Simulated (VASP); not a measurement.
## Al2Cu: single point with PBEsol

The system is Al2Cu.

```
Cu Al
1.0
    -2.01671    2.01671    2.83196
     2.01671   -2.01671    2.83196
     2.01671    2.01671   -2.83196
Cu Al
1 2
Direct
  0.50000 0.50000 0.00000
  0.25000 0.75000 0.50000
  0.75000 0.25000 0.50000
```

```
Program             : VASP 6.6.1
Task                : single point
Functional          : PBEsol
Potentials or basis : VASP PAW PBE potentials, release 64 (Cu, Al)
Cutoff              : 520 eV
k mesh              : 9 × 9 × 9
Occupations         : fermi-dirac, width 0.05 eV
Spin                : no spin polarisation
```

```yaml
Pressure: 2.4 GPa
Band_gap_on_the_k_mesh: zero (an odd number of electrons rules out a gap without spin polarisation)
```

Stress tensor (GPa, compression positive):
```
2.32 0.00 0.00
0.00 2.32 0.00
0.00 0.00 2.48
```

Levels at points of the mesh, in eV from the Fermi level:
```
           k point  band 7  band 8  band 9  band 10  band 11  band 12
(0.00, 0.00, 0.00)    2.91    2.91    2.96     2.99     3.07     3.07
```

Wall time 2.4 min on 1 thread of Intel Xeon 8259CL (shared host), peak memory 0.2 GiB.

Caveat: the PAW data sets were made with another functional, which shifts forces and pressure a little.
